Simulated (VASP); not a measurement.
# NaZr2 (C15 type) (Fd-3m) in VASP: single point with PBE

Aim: the single point of NaZr2 (C15 type) with PBE.

Program: VASP 6.6.1. These are calculated values, not measurements. Logs are shortened: lines on timing, memory, paths and dates and some standing lists are left out, and cuts for length are marked.

### Step 1. The cell of the first run

Symmetry: Fd-3m, No. 227, cubic system. Conventional cell: a = 8.590 Å, b = 8.590 Å, c = 8.590 Å, α = 90.00°, β = 90.00°, γ = 90.00°. Na (site symmetry -43m) has 12 Zr at 3.56 Å and 4 Na at 3.72 Å within 4.7 Å. Zr (site symmetry -3m) has 6 Zr at 3.04 Å and 6 Na at 3.56 Å within 4.0 Å.

### Step 2. Single point, PBE

INCAR reads:

```
PREC = Accurate
ENCUT = 520
EDIFF = 1E-6
ISMEAR = -1
SIGMA = 0.05
LREAL = False
LASPH = True
NELM = 60
ALGO = Normal
ISIF = 2
LWAVE = False
LCHARG = False
GGA = PE
NBANDS = 40
```

KPOINTS reads:

```
regular mesh
0
Gamma
  7 7 7
```

POSCAR reads:

```
NaZr2
1.0
    0.0000000000      4.2947616489      4.2947616489
    4.2947616489      0.0000000000      4.2947616489
    4.2947616489      4.2947616489      0.0000000000
Na Zr
2 4
Direct
    0.1250000000      0.1250000000      0.1250000000
   -0.1250000000     -0.1250000000     -0.1250000000
    0.5000000000      0.5000000000      0.5000000000
    0.5000000000      0.5000000000      0.0000000000
    0.5000000000      0.0000000000      0.5000000000
    0.0000000000      0.5000000000      0.5000000000
```

Potentials or basis: VASP PAW PBE potentials, release 64 (Na_pv, Zr_sv).

The run is started by

```bash
cat potpaw_PBE.64/Na_pv/POTCAR potpaw_PBE.64/Zr_sv/POTCAR > POTCAR
mpirun -np 1 vasp_std > vasp.out
```

OUTCAR:

```text
PREC = Accurate
   ENCUT = 520
   EDIFF = 1E-6
   ISMEAR = -1
   LREAL = False
   LASPH = True
   NELM = 60
   ISIF = 2
   GGA = PE

 ion  position               nearest neighbor table
   1  0.125  0.125  0.125-
   2  0.875  0.875  0.875-
   3  0.500  0.500  0.500-   4 3.04   5 3.04   6 3.04   4 3.04   5 3.04   6 3.04
   4  0.500  0.500  0.000-   3 3.04   3 3.04   5 3.04   6 3.04   5 3.04   6 3.04
   5  0.500  0.000  0.500-   3 3.04   4 3.04   3 3.04   4 3.04   6 3.04   6 3.04
   6  0.000  0.500  0.500-   3 3.04   4 3.04   5 3.04   3 3.04   4 3.04   5 3.04

  LATTYP: Found a face centered cubic cell.
 ALAT       =     8.5895232978

  Lattice vectors:

 A1 = (   0.0000000000,   4.2947616489,   4.2947616489)
 A2 = (   4.2947616489,   0.0000000000,   4.2947616489)
 A3 = (   4.2947616489,   4.2947616489,   0.0000000000)

Analysis of symmetry for initial positions (statically):
=====================================================================
 Subroutine PRICEL returns:
 Original cell was already a primitive cell.

 Routine SETGRP: Setting up the symmetry group for a
 face centered cubic supercell.

 Subroutine GETGRP returns: Found 48 space group operations
 (whereof 12 operations were pure point group operations)
 out of a pool of 48 trial point group operations.

The static configuration has the point symmetry D_3d.
 The point group associated with its full space group is O_h .

Analysis of symmetry for dynamics (positions and initial velocities):
=====================================================================
 Subroutine PRICEL returns:
 Original cell was already a primitive cell.

 Routine SETGRP: Setting up the symmetry group for a
 face centered cubic supercell.

 Subroutine GETGRP returns: Found 48 space group operations
 (whereof 12 operations were pure point group operations)
 out of a pool of 48 trial point group operations.

The dynamic configuration has the point symmetry D_3d.
 The point group associated with its full space group is O_h .

 Subroutine INISYM returns: Found 48 space group operations
 (whereof 12 operations are pure point group operations),
 and found     1 'primitive' translations

----------------------------------------------------------------------------------------

                                     Primitive cell

  volume of cell :     158.4336

  direct lattice vectors                    reciprocal lattice vectors
     0.000000000  4.294761649  4.294761649    -0.116420896  0.116420896  0.116420896
     4.294761649  0.000000000  4.294761649     0.116420896 -0.116420896  0.116420896
     4.294761649  4.294761649  0.000000000     0.116420896  0.116420896 -0.116420896

  length of vectors
     6.073710171  6.073710171  6.073710171     0.201646907  0.201646907  0.201646907

  position of ions in fractional coordinates (direct lattice)
     0.125000000  0.125000000  0.125000000
     0.875000000  0.875000000  0.875000000
     0.500000000  0.500000000  0.500000000
     0.500000000  0.500000000  0.000000000
     0.500000000  0.000000000  0.500000000
     0.000000000  0.500000000  0.500000000

  ion indices of the primitive-cell ions
   primitive index   ion index
                 1           1
                 2           2
                 3           3
                 4           4
                 5           5
                 6           6

----------------------------------------------------------------------------------------

 KPOINTS: regular mesh

Automatic generation of k-mesh.
 Grid dimensions read from file:
 generate k-points for:    7    7    7

 Generating k-lattice:

  Cartesian coordinates                     Fractional coordinates (reciprocal lattice)
    -0.016631557  0.016631557  0.016631557     0.142857143  0.000000000  0.000000000
     0.016631557 -0.016631557  0.016631557     0.000000000  0.142857143  0.000000000
     0.016631557  0.016631557 -0.016631557     0.000000000  0.000000000  0.142857143

  Length of vectors
     0.028806701  0.028806701  0.028806701

  Shift w.r.t. Gamma in fractional coordinates (k-lattice)
     0.000000000  0.000000000  0.000000000

 Subroutine IBZKPT returns following result:
 ===========================================

 Found     20 irreducible k-points:

 Following reciprocal coordinates:
            Coordinates               Weight
  0.000000  0.000000  0.000000      1.000000
  0.142857  0.000000  0.000000      8.000000
  0.285714  0.000000  0.000000      8.000000
  0.428571  0.000000  0.000000      8.000000
  0.142857  0.142857  0.000000      6.000000
  0.285714  0.142857  0.000000     24.000000
[... 12 lines left out ...]
 -0.428571  0.428571  0.142857     24.000000
 -0.285714  0.428571  0.142857     24.000000
   k-points           NKPTS =     20   k-points in BZ     NKDIM =     20   number of bands    NBANDS=     40
   number of dos      NEDOS =    301   number of ions     NIONS =      6
   total plane-waves  NPLWV = 110592
   dimension x,y,z NGX =    48 NGY =   48 NGZ =   48
   dimension x,y,z NGXF=    96 NGYF=   96 NGZF=   96
   ions per type =               2   4
   NGX,Y,Z   is equivalent  to a cutoff of  13.14, 13.14, 13.14 a.u.
   NGXF,Y,Z  is equivalent  to a cutoff of  26.28, 26.28, 26.28 a.u.
 SYSTEM =  unknown system
   PREC   = accura    normal or accurate (medium, high low for compatibility)
   ISTART =      0    job   : 0-new  1-cont  2-samecut
   ICHARG =      2    charge: 1-file 2-atom 10-const
   ISPIN  =      1    spin polarized calculation?
   LNONCOLLINEAR =      F non collinear calculations
   LSORBIT =      F    spin-orbit coupling
   LASPH  =      T    aspherical Exc in radial PAW
   ENCUT  =  520.0 eV  38.22 Ry    6.18 a.u.  11.29 11.29 11.29*2*pi/ulx,y,z
   NELM   =     60;   NELMIN=  2; NELMDL= -5     # of ELM steps
   EDIFF  = 0.1E-05   stopping-criterion for ELM
   LREAL  =      F    real-space projection
   EDIFFG = 0.1E-04   stopping-criterion for IOM
   NSW    =      0    number of steps for IOM
   IBRION =     -1    ionic relax: 0-MD 1-quasi-New 2-CG
   NFREE  =      0    steps in history (QN), initial steepest desc. (CG)
   ISIF   =      2    stress and relaxation
   ISYM   =      2    0-nonsym 1-usesym 2-fastsym
   POTIM  = 0.5000    time-step for ionic-motion
   TEBEG  =    0.0;   TEEND  =   0.0 temperature during run
   PSTRESS=    0.0 pullay stress
   NELECT =      62.0000    total number of electrons
   NUPDOWN=      -1.0000    fix difference up-down
   EMIN   =  10.00;   EMAX   =-10.00  energy-range for DOS
   EFERMI =   0.00;   METHOD = LEGACY
   ISMEAR =    -1;   SIGMA  =   0.05  broadening in eV -4-tet -1-fermi 0-gaus
   EFERMI_NEDOS =   21; number of points for ismear=-14 and -15
   IALGO  =     38    algorithm
   IMIX   =      4    mixing-type and parameters
     AMIX     =   0.40;   BMIX     =  1.00
     AMIX_MAG =   1.60;   BMIX_MAG =  1.00
  volume/ion in A,a.u.               =      26.41       178.19
  Fermi-wavevector in a.u.,A,eV,Ry     =   1.197447  2.262847 19.509115  1.433880
  Thomas-Fermi vector in A             =   2.333362
   LORBIT       =      0    0 simple, 1 ext, 2 COOP (PROOUT), +10 PAW based schemes
   GGA     = PE    functional components
   LHFCALC =     F    Hartree Fock is set to
   AEXX    =    0.0000 exact exchange contribution
   IVDW    =     0    specifies the selected vdW correction
   LEPSILON=     F    determine dielectric tensor
   LRPA    =     F    only Hartree local field effects (RPA)
 non-spin polarized calculation
  energy-cutoff  :      520.00
  volume of cell :      158.43
 maximum number of plane-waves:      4294
 NGX is ok and might be reduce to    48
   NGX = 23   NGY = 23   NGZ = 23

 number of electron      61.9999991 magnetization

 Free energy of the ion-electron system (eV)
  ---------------------------------------------------
  ext. energy  EPLUGINS =         0.00000000
  ---------------------------------------------------
  free energy    TOTEN  =       -32.65112577 eV

  energy without entropy =      -32.58005959  energy(sigma->0) =      -32.61559268

 E-fermi :   5.0377     XC(G=0):  -9.4507

 val. band max:        5.0361557873   @ k =  -0.2857   0.1429   0.0000
 cond. band min:       5.0430810775   @ k =  -0.4286   0.2857   0.1429
 fundamental gap:      0.0069252902
 Fermi energy:         5.0377335068

 k-point     1 :       0.0000    0.0000    0.0000
  band No.  band energies     occupation
      1     -43.6578      2.00000
      2     -43.4844      2.00000
      3     -43.4844      2.00000
      4     -43.4844      2.00000
      5     -22.3927      2.00000
      6     -21.9335      2.00000
[... 32 lines left out ...]
     39       8.3472      0.00000
     40       8.3715      0.00000

 k-point     2 :       0.1429    0.0000    0.0000
  band No.  band energies     occupation
      1     -43.6516      2.00000
      2     -43.4909      2.00000
      3     -43.4844      2.00000
      4     -43.4844      2.00000
      5     -22.3549      2.00000
      6     -21.9218      2.00000
[... 32 lines left out ...]
     39       8.2718      0.00000
     40       8.3987      0.00000

 k-point     3 :       0.2857    0.0000    0.0000
  band No.  band energies     occupation
      1     -43.6353      2.00000
      2     -43.5077      2.00000
      3     -43.4844      2.00000
      4     -43.4844      2.00000
      5     -22.2657      2.00000
      6     -21.8841      2.00000
[... 32 lines left out ...]
     39       8.2076      0.00000
     40       8.4030      0.00000

 k-point     4 :       0.4286    0.0000    0.0000
  band No.  band energies     occupation
      1     -43.6181      2.00000
      2     -43.5254      2.00000
      3     -43.4844      2.00000
      4     -43.4844      2.00000
      5     -22.1948      2.00000
      6     -21.8667      2.00000
[... 32 lines left out ...]
     39       8.1530      0.00000
     40       8.3587      0.00000
[... 600 lines left out ...]
     39       7.3574      0.00000
     40       7.6088      0.00000

 k-point    19 :      -0.4286    0.4286    0.1429
  band No.  band energies     occupation
      1     -43.5893      2.00000
      2     -43.5545      2.00000
      3     -43.4845      2.00000
      4     -43.4845      2.00000
      5     -22.0197      2.00000
      6     -21.9239      2.00000
[... 32 lines left out ...]
     39       6.8689      0.00000
     40       7.0186      0.00000

 k-point    20 :      -0.2857    0.4286    0.1429
  band No.  band energies     occupation
      1     -43.5840      2.00000
      2     -43.5599      2.00000
      3     -43.4845      2.00000
      4     -43.4845      2.00000
      5     -22.0035      2.00000
      6     -21.8783      2.00000
[... 32 lines left out ...]
     39       7.0469      0.00000
     40       7.2934      0.00000

------------------------ aborting loop because EDIFF is reached ----------------------------------------

  FORCE on cell =-STRESS in cart. coord.  units (eV):
  Direction    XX          YY          ZZ          XY          YZ          ZX
  --------------------------------------------------------------------------------------
  -------------------------------------------------------------------------------------
  Total        0.0095907      0.0095907      0.0095907     -0.0000000     -0.0000000      0.0000000
  in kB        0.0969872      0.0969872      0.0969872     -0.0000000     -0.0000000      0.0000000
  external PRESSURE =       0.0969872 kB  Pullay stress =       0.0000000 kB

 VOLUME and BASIS-vectors are now :
 -----------------------------------------------------------------------------
  energy-cutoff  :      520.00
  volume of cell :      158.43
      direct lattice vectors                 reciprocal lattice vectors
     0.000000000  4.294761649  4.294761649    -0.116420896  0.116420896  0.116420896
     4.294761649  0.000000000  4.294761649     0.116420896 -0.116420896  0.116420896
     4.294761649  4.294761649  0.000000000     0.116420896  0.116420896 -0.116420896

 POSITION                                       TOTAL-FORCE (eV/Angst)
 -----------------------------------------------------------------------------------
      1.07369      1.07369      1.07369         0.000000      0.000000      0.000000
      7.51583      7.51583      7.51583        -0.000000     -0.000000     -0.000000
      4.29476      4.29476      4.29476        -0.000000     -0.000000      0.000000
      2.14738      2.14738      4.29476        -0.000000     -0.000000      0.000000
      2.14738      4.29476      2.14738        -0.000000     -0.000000      0.000000
      4.29476      2.14738      2.14738        -0.000000     -0.000000      0.000000
 -----------------------------------------------------------------------------------
    total drift:                               -0.000000     -0.000000     -0.000000

  FREE ENERGIE OF THE ION-ELECTRON SYSTEM (eV)
  ---------------------------------------------------
  free  energy   TOTEN  =       -32.6511257746 eV

  energy  without entropy=      -32.5800595880  energy(sigma->0) =      -32.61559268
```

Run time: 69 s. Hardware: 1 thread of Intel Xeon 6975P-C (Granite Rapids), shared host; peak memory 0.36 GiB.

Results:

```
Free energy            : -32.6511 eV
Pressure               : 0.0 GPa
Band gap on the k mesh : zero (band 31 reaches 5.29 eV, above the bottom of band 32 at 4.69 eV)
```

Levels at points of the mesh, in eV from the Fermi level:
| k point | band 27 | band 28 | band 29 | band 30 | band 31 | band 32 | band 33 | band 34 | band 35 | band 36 |
| --- | --- | --- | --- | --- | --- | --- | --- | --- | --- | --- |
| (0.00, 0.00, 0.00) | -1.66 | -0.96 | -0.96 | -0.96 | -0.34 | -0.34 | 2.16 | 2.16 | 2.16 | 2.76 |
